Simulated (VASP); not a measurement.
# InP (Fm-3m) in VASP: further runs

The runs below take InP through relaxation of cell and atoms, single point, with PBE, LDA.

Program: VASP 6.6.1. These are calculated values, not measurements. Logs are shortened: lines on timing, memory, paths and dates and some standing lists are left out, and cuts for length are marked.

## Step 1: The cell of the first run

It takes space group Fm-3m (No. 225, cubic). Conventional cell: a = 5.538 Å, b = 5.538 Å, c = 5.538 Å, α = 90.00°, β = 90.00°, γ = 90.00°. Within 3.6 Å of In (site symmetry m-3m) lie 6 P at 2.77 Å. P (site symmetry m-3m) has 6 In at 2.77 Å within 3.6 Å.

## Step 2: Relaxation of cell and atoms, PBE

Input file INCAR:

```
SYSTEM = InP
ALGO     = Normal         ! electronic algorithm
EDIFF    = 1E-6           ! SCF threshold, eV
EDIFFG   = -0.01          ! ionic threshold
ENCUT    = 600            ! plane-wave cutoff, eV
GGA      = PE             ! functional
IBRION   = 2              ! ionic algorithm
ISIF     = 3              ! what is computed and relaxed
ISMEAR   = -1             ! smearing method
LASPH    = .TRUE.         ! aspherical terms in the spheres
LCHARG   = .FALSE.        ! write CHGCAR
LREAL    = .FALSE.        ! projectors in reciprocal space
LWAVE    = .FALSE.        ! write WAVECAR
NELM     = 60             ! most SCF steps
NSW      = 60             ! ionic steps
PREC     = Accurate       ! precision mode
SIGMA    = 0.05           ! smearing width, eV
```

Input file KPOINTS:

```
k-points
0
G
  8 8 8
  0 0 0
```

Input file POSCAR:

```
InP
1.0
    0.0000000000      2.7688340000      2.7688340000
    2.7688340000      0.0000000000      2.7688340000
    2.7688340000      2.7688340000      0.0000000000
In P
1 1
Direct
    0.0000000000      0.0000000000      0.0000000000
    0.5000000000      0.5000000000      0.5000000000
```

Potentials or basis: VASP PAW PBE potentials, release 64 (In_d, P).

Launch:

```
cat potpaw_PBE.64/In_d/POTCAR potpaw_PBE.64/P/POTCAR > POTCAR
mpirun -np 1 vasp_std > vasp.out
```

OUTCAR:

```text
SYSTEM = InP
   EDIFF = 1E-6
   EDIFFG = -0.01
   ENCUT = 600
   GGA = PE
   IBRION = 2
   ISIF = 3
   ISMEAR = -1
   LASPH = .TRUE.
   LREAL = .FALSE.
   NELM = 60
   NSW = 60
   PREC = Accurate

 ion  position               nearest neighbor table
   1  0.000  0.000  0.000-   2 2.77   2 2.77   2 2.77   2 2.77   2 2.77   2 2.77
   2  0.500  0.500  0.500-   1 2.77   1 2.77   1 2.77   1 2.77   1 2.77   1 2.77

  LATTYP: Found a face centered cubic cell.
 ALAT       =     5.5376680000

  Lattice vectors:

 A1 = (   0.0000000000,   2.7688340000,   2.7688340000)
 A2 = (   2.7688340000,   0.0000000000,   2.7688340000)
 A3 = (   2.7688340000,   2.7688340000,   0.0000000000)

Analysis of symmetry for initial positions (statically):
=====================================================================
 Subroutine PRICEL returns:
 Original cell was already a primitive cell.

 Routine SETGRP: Setting up the symmetry group for a
 face centered cubic supercell.

 Subroutine GETGRP returns: Found 48 space group operations
 (whereof 48 operations were pure point group operations)
 out of a pool of 48 trial point group operations.

The static configuration has the point symmetry O_h .

Analysis of symmetry for dynamics (positions and initial velocities):
=====================================================================
 Subroutine PRICEL returns:
 Original cell was already a primitive cell.

 Routine SETGRP: Setting up the symmetry group for a
 face centered cubic supercell.

 Subroutine GETGRP returns: Found 48 space group operations
 (whereof 48 operations were pure point group operations)
 out of a pool of 48 trial point group operations.

The dynamic configuration has the point symmetry O_h .

 Subroutine INISYM returns: Found 48 space group operations
 (whereof 48 operations are pure point group operations),
 and found     1 'primitive' translations

----------------------------------------------------------------------------------------

                                     Primitive cell

  volume of cell :      42.4542

  direct lattice vectors                    reciprocal lattice vectors
     0.000000000  2.768834000  2.768834000    -0.180581429  0.180581429  0.180581429
     2.768834000  0.000000000  2.768834000     0.180581429 -0.180581429  0.180581429
     2.768834000  2.768834000  0.000000000     0.180581429  0.180581429 -0.180581429

  length of vectors
     3.915722595  3.915722595  3.915722595     0.312776210  0.312776210  0.312776210

  position of ions in fractional coordinates (direct lattice)
     0.000000000  0.000000000  0.000000000
     0.500000000  0.500000000  0.500000000

  ion indices of the primitive-cell ions
   primitive index   ion index
                 1           1
                 2           2

----------------------------------------------------------------------------------------

 KPOINTS: k-points

Automatic generation of k-mesh.
 Grid dimensions read from file:
 generate k-points for:    8    8    8

 Generating k-lattice:

  Cartesian coordinates                     Fractional coordinates (reciprocal lattice)
    -0.022572679  0.022572679  0.022572679     0.125000000  0.000000000  0.000000000
     0.022572679 -0.022572679  0.022572679     0.000000000  0.125000000  0.000000000
     0.022572679  0.022572679 -0.022572679     0.000000000  0.000000000  0.125000000

  Length of vectors
     0.039097026  0.039097026  0.039097026

  Shift w.r.t. Gamma in fractional coordinates (k-lattice)
     0.000000000  0.000000000  0.000000000

 Subroutine IBZKPT returns following result:
 ===========================================

 Found     29 irreducible k-points:

 Following reciprocal coordinates:
            Coordinates               Weight
  0.000000  0.000000  0.000000      1.000000
  0.125000  0.000000  0.000000      8.000000
  0.250000  0.000000  0.000000      8.000000
  0.375000  0.000000  0.000000      8.000000
  0.500000  0.000000  0.000000      4.000000
  0.125000  0.125000  0.000000      6.000000
[... 16 lines left out ...]
  0.500000  0.250000  0.125000     48.000000
 -0.375000  0.250000  0.125000     24.000000
 [... further k-points ...]
   k-points           NKPTS =     29   k-points in BZ     NKDIM =     29   number of bands    NBANDS=     13
   number of dos      NEDOS =    301   number of ions     NIONS =      2
   total plane-waves  NPLWV =  32768
   dimension x,y,z NGX =    32 NGY =   32 NGZ =   32
   dimension x,y,z NGXF=    64 NGYF=   64 NGZF=   64
   ions per type =               1   1
   NGX,Y,Z   is equivalent  to a cutoff of  13.59, 13.59, 13.59 a.u.
   NGXF,Y,Z  is equivalent  to a cutoff of  27.17, 27.17, 27.17 a.u.
 SYSTEM =  InP
   PREC   = accura    normal or accurate (medium, high low for compatibility)
   ISTART =      0    job   : 0-new  1-cont  2-samecut
   ICHARG =      2    charge: 1-file 2-atom 10-const
   ISPIN  =      1    spin polarized calculation?
   LNONCOLLINEAR =      F non collinear calculations
   LSORBIT =      F    spin-orbit coupling
   LASPH  =      T    aspherical Exc in radial PAW
   ENCUT  =  600.0 eV  44.10 Ry    6.64 a.u.   7.82  7.82  7.82*2*pi/ulx,y,z
   NELM   =     60;   NELMIN=  2; NELMDL= -5     # of ELM steps
   EDIFF  = 0.1E-05   stopping-criterion for ELM
   LREAL  =      F    real-space projection
   EDIFFG = -.1E-01   stopping-criterion for IOM
   NSW    =     60    number of steps for IOM
   IBRION =      2    ionic relax: 0-MD 1-quasi-New 2-CG
   NFREE  =      1    steps in history (QN), initial steepest desc. (CG)
   ISIF   =      3    stress and relaxation
   ISYM   =      2    0-nonsym 1-usesym 2-fastsym
   POTIM  = 0.5000    time-step for ionic-motion
   TEBEG  =    0.0;   TEEND  =   0.0 temperature during run
   PSTRESS=    0.0 pullay stress
   NELECT =      18.0000    total number of electrons
   NUPDOWN=      -1.0000    fix difference up-down
   EMIN   =  10.00;   EMAX   =-10.00  energy-range for DOS
   EFERMI =   0.00;   METHOD = LEGACY
   ISMEAR =    -1;   SIGMA  =   0.05  broadening in eV -4-tet -1-fermi 0-gaus
   EFERMI_NEDOS =   21; number of points for ismear=-14 and -15
   IALGO  =     38    algorithm
   IMIX   =      4    mixing-type and parameters
     AMIX     =   0.40;   BMIX     =  1.00
     AMIX_MAG =   1.60;   BMIX_MAG =  1.00
  volume/ion in A,a.u.               =      21.23       143.25
  Fermi-wavevector in a.u.,A,eV,Ry     =   1.229869  2.324115 20.579860  1.512577
  Thomas-Fermi vector in A             =   2.364739
   LORBIT       =      0    0 simple, 1 ext, 2 COOP (PROOUT), +10 PAW based schemes
   GGA     = PE    functional components
   LHFCALC =     F    Hartree Fock is set to
   AEXX    =    0.0000 exact exchange contribution
   IVDW    =     0    specifies the selected vdW correction
   LEPSILON=     F    determine dielectric tensor
   LRPA    =     F    only Hartree local field effects (RPA)
 conjugate gradient relaxation of ions
 non-spin polarized calculation
  energy-cutoff  :      600.00
  volume of cell :       42.45
 maximum number of plane-waves:      1428
   NGX = 15   NGY = 15   NGZ = 15

 number of electron      17.9999998 magnetization

 Free energy of the ion-electron system (eV)
  ---------------------------------------------------
  ext. energy  EPLUGINS =         0.00000000
  ---------------------------------------------------
  free energy    TOTEN  =        -7.91424805 eV

  energy without entropy =       -7.90259410  energy(sigma->0) =       -7.90842108

 E-fermi :   7.1435     XC(G=0): -10.3956

 val. band max:        7.1245826013   @ k =  -0.3750   0.5000   0.1250
 cond. band min:       7.1953320162   @ k =  -0.3750   0.3750   0.0000
 fundamental gap:      0.0707494150
 Fermi energy:         7.1434882557

 k-point     1 :       0.0000    0.0000    0.0000
  band No.  band energies     occupation
      1      -7.2034      2.00000
      2      -7.2034      2.00000
      3      -7.1842      2.00000
      4      -7.1842      2.00000
      5      -7.1842      2.00000
      6      -4.9629      2.00000
      7       6.7713      1.99883
      8       6.7713      1.99883
      9       6.7713      1.99883
     10       7.5686      0.00041
     11      14.1422      0.00000
     12      14.1422      0.00000
     13      14.1422      0.00000

 k-point     2 :       0.1250    0.0000    0.0000
  band No.  band energies     occupation
      1      -7.2110      2.00000
      2      -7.2110      2.00000
      3      -7.1847      2.00000
      4      -7.1738      2.00000
      5      -7.1738      2.00000
      6      -4.7686      2.00000
      7       5.0691      2.00000
      8       6.8036      1.99777
      9       6.8036      1.99777
     10       8.9636      0.00000
     11      13.1777      0.00000
     12      13.6485      0.00000
     13      13.6485      0.00000

 k-point     3 :       0.2500    0.0000    0.0000
  band No.  band energies     occupation
      1      -7.2329      2.00000
      2      -7.2329      2.00000
      3      -7.1876      2.00000
      4      -7.1447      2.00000
      5      -7.1447      2.00000
      6      -4.2071      2.00000
      7       3.0250      2.00000
      8       6.9145      1.97969
      9       6.9145      1.97969
     10       9.7961      0.00000
     11      12.0752      0.00000
     12      12.0752      0.00000
     13      12.4630      0.00000
[... 305 lines left out ...]
 k-point    23 :       0.5000    0.2500    0.1250
  band No.  band energies     occupation
      1      -7.3354      2.00000
      2      -7.2262      2.00000
      3      -7.1827      2.00000
      4      -7.1291      2.00000
      5      -7.1055      2.00000
      6      -2.8680      2.00000
      7       1.6609      2.00000
      8       4.6967      2.00000
      9       5.9536      2.00000
     10       9.1009      0.00000
     11      11.1130      0.00000
     12      12.9423      0.00000
     13      13.7634      0.00000

 k-point    24 :      -0.3750    0.2500    0.1250
  band No.  band energies     occupation
      1      -7.3455      2.00000
      2      -7.2347      2.00000
      3      -7.1703      2.00000
      4      -7.1364      2.00000
      5      -7.0953      2.00000
      6      -2.3781      2.00000
      7       0.9632      2.00000
      8       4.7293      2.00000
      9       5.5158      2.00000
     10       9.3701      0.00000
     11      10.6322      0.00000
     12      13.0349      0.00000
     13      14.4643      0.00000

 [... further k-points ...]
[... 5 lines left out ...]
  --------------------------------------------------------------------------------------
  -------------------------------------------------------------------------------------
  Total       -0.0071074     -0.0071074     -0.0071074     -0.0000000     -0.0000000      0.0000000
  in kB       -0.2682256     -0.2682256     -0.2682256     -0.0000000     -0.0000000      0.0000000
  external PRESSURE =      -0.2682256 kB  Pullay stress =       0.0000000 kB

 VOLUME and BASIS-vectors are now :
 -----------------------------------------------------------------------------
  energy-cutoff  :      600.00
  volume of cell :       42.45
      direct lattice vectors                 reciprocal lattice vectors
     0.000000000  2.768834000  2.768834000    -0.180581429  0.180581429  0.180581429
     2.768834000  0.000000000  2.768834000     0.180581429 -0.180581429  0.180581429
     2.768834000  2.768834000  0.000000000     0.180581429  0.180581429 -0.180581429

 POSITION                                       TOTAL-FORCE (eV/Angst)
 -----------------------------------------------------------------------------------
      0.00000      0.00000      0.00000        -0.000000      0.000000      0.000000
      2.76883      2.76883      2.76883         0.000000     -0.000000     -0.000000
 -----------------------------------------------------------------------------------
    total drift:                                0.000000     -0.000000     -0.000000

  FREE ENERGIE OF THE ION-ELECTRON SYSTEM (eV)
  ---------------------------------------------------
  free  energy   TOTEN  =        -7.9142480527 eV

  energy  without entropy=       -7.9025940998  energy(sigma->0) =       -7.90842108

 reached required accuracy - stopping structural energy minimisation
```

It took 10 s on 1 thread of Intel Xeon Platinum 8488C (Sapphire Rapids), shared host; peak memory 0.18 GiB.

Results:

```
Free energy             : -7.9142 eV
Pressure after relaxing : 0.0 GPa
Band gap on the k mesh  : zero (band 9 reaches 7.34 eV, above the bottom of band 10 at 4.72 eV)
```

Final structure:
```
In P
1.0
     0.00000    2.76883    2.76883
     2.76883    0.00000    2.76883
     2.76883    2.76883    0.00000
In P
1 1
Direct
  0.00000 0.00000 0.00000
  0.50000 0.50000 0.50000
```

Levels at points of the mesh, in eV from the Fermi level:
```
           k point  band 7  band 8  band 9  band 10  band 11  band 12
(0.00, 0.00, 0.00)   -0.37   -0.37   -0.37     0.43     7.00     7.00
(0.50, 0.00, 0.00)   -6.74    0.05    0.05     2.39     3.30     3.30
(0.50, 0.50, 0.00)   -5.04   -2.61   -2.43    -2.43     3.74     9.77
```

Caveat: the relaxation stopped at its first step, so nothing moved; spin-orbit coupling is left out, which moves the levels of the heavy elements.

## Step 3: Single point, PBE, non-collinear spin, zero start, spin-orbit coupling

Input file INCAR:

```
SYSTEM = InP
  ALGO = Normal
  EDIFF = 1E-7
  ENCUT = 520
  GGA = PE
  GGA_COMPAT = .FALSE.
  ISIF = 2
  ISMEAR = -1
  LASPH = .TRUE.
  LCHARG = .FALSE.
  LORBIT = 11
  LORBMOM = .TRUE.
  LREAL = .FALSE.
  LSORBIT = .TRUE.
  LWAVE = .FALSE.
  MAGMOM = 0 0 0 0 0 0
  NBANDS = 30
  NELM = 150
  PREC = Accurate
  SIGMA = 0.05
```

Input file KPOINTS:

```
k-points
0
G
  6 6 6
  0 0 0
```

POSCAR is that of step 2.

Potentials or basis: VASP PAW PBE potentials, release 64 (In_d, P).

Launch:

```
cat potpaw_PBE.64/In_d/POTCAR potpaw_PBE.64/P/POTCAR > POTCAR
mpirun -np 1 vasp_ncl > vasp.out
```

Run time: 46 s. Hardware: 1 thread of Intel Xeon Platinum 8488C (Sapphire Rapids), shared host; peak memory 0.28 GiB.

Results (log left out):

| Quantity | Value |
| --- | --- |
| Free energy | -7.9674 eV |
| Pressure | 0.2 GPa |
| Net moment | 0.00 μB per cell |
| Valence electrons inside the program's atomic spheres | In 11.34; P 2.46 |

Moments on the atoms (μB; x, y, z):
```
In  0.00 0.00 0.00
P   0.00 0.00 0.00
```

## Step 4: Single point, LDA

This run uses another cell than the first one, of 19.95 Å³/atom, 0.940 times its volume.

Input file INCAR:

```
PREC     = Accurate       # precision mode
ENCUT    = 520            # plane-wave cutoff, eV
EDIFF    = 1E-7           # SCF threshold, eV
ISMEAR   = -1             # smearing method
SIGMA    = 0.05           # smearing width, eV
LREAL    = False          # projectors in reciprocal space
LASPH    = True           # aspherical terms in the spheres
NELM     = 80             # most SCF steps
ALGO     = Normal         # electronic algorithm
ISIF     = 2              # what is computed and relaxed
LWAVE    = False          # write WAVECAR
LCHARG   = True           # write CHGCAR
LELF     = True           # ELF
LVHAR    = True         
NBANDS   = 16             # bands
```

Input file KPOINTS:

```
regular mesh
0
Gamma
  8 8 8
```

Input file POSCAR:

```
InP
1.0
    0.0000000000      2.7123113237      2.7123113237
    2.7123113237      0.0000000000      2.7123113237
    2.7123113237      2.7123113237      0.0000000000
In P
1 1
Direct
    0.0000000000      0.0000000000      0.0000000000
    0.5000000000      0.5000000000      0.5000000000
```

Potentials or basis: VASP PAW LDA potentials, release 64 (In_d, P).

Launch:

```
cat potpaw_LDA.64/In_d/POTCAR potpaw_LDA.64/P/POTCAR > POTCAR
mpirun -np 1 vasp_std > vasp.out
```

Run time: 25 s. Hardware: 1 thread of Intel Xeon Platinum 8488C (Sapphire Rapids), shared host; peak memory 0.15 GiB.

The run converged. Its results:

- Free energy: -9.3152 eV
- Pressure: -0.4 GPa
- Band gap on the k mesh: zero (band 9 reaches 7.99 eV, above the bottom of band 10 at 5.09 eV)

Levels at points of the mesh, in eV from the Fermi level:
| k point | band 7 | band 8 | band 9 | band 10 | band 11 | band 12 |
| --- | --- | --- | --- | --- | --- | --- |
| (0.00, 0.00, 0.00) | -0.41 | -0.41 | -0.41 | 0.79 | 7.04 | 7.04 |
| (0.50, 0.00, 0.00) | -7.14 | 0.11 | 0.11 | 2.34 | 3.20 | 3.20 |
| (0.50, 0.50, 0.00) | -5.45 | -2.68 | -2.64 | -2.64 | 3.61 | 10.13 |

Caveat: spin-orbit coupling is left out, which moves the levels of the heavy elements.

## Step 5: Summary

```tsv
task	level	potentials or basis	spin	cell	k mesh	cutoff (eV)	gap on the mesh (eV)	pressure (GPa)
relaxation of cell and atoms	PBE	VASP PAW PBE potentials, release 64 (In_d, P)	off	relaxed from a = 3.916 Å, angles 60.0°, 2 atoms	8 × 8 × 8	600	none	0.0
single point	PBE	VASP PAW PBE potentials, release 64 (In_d, P)	non-collinear, zero start, SOC	a = 3.916 Å, angles 60.0°, 2 atoms	6 × 6 × 6	520	-	0.2
single point	LDA	VASP PAW LDA potentials, release 64 (In_d, P)	off	a = 3.836 Å, angles 60.0°, 2 atoms	8 × 8 × 8	520	none	-0.4
```

Alike in all rows: smearing fermi-dirac 0.05 eV.

Caveats: spin-orbit coupling is left out, which moves the levels of the heavy elements (some runs); the relaxation stopped at its first step, so nothing moved (some runs).

Total energies depend on the potentials used, so only differences within one code and one set of settings carry meaning.
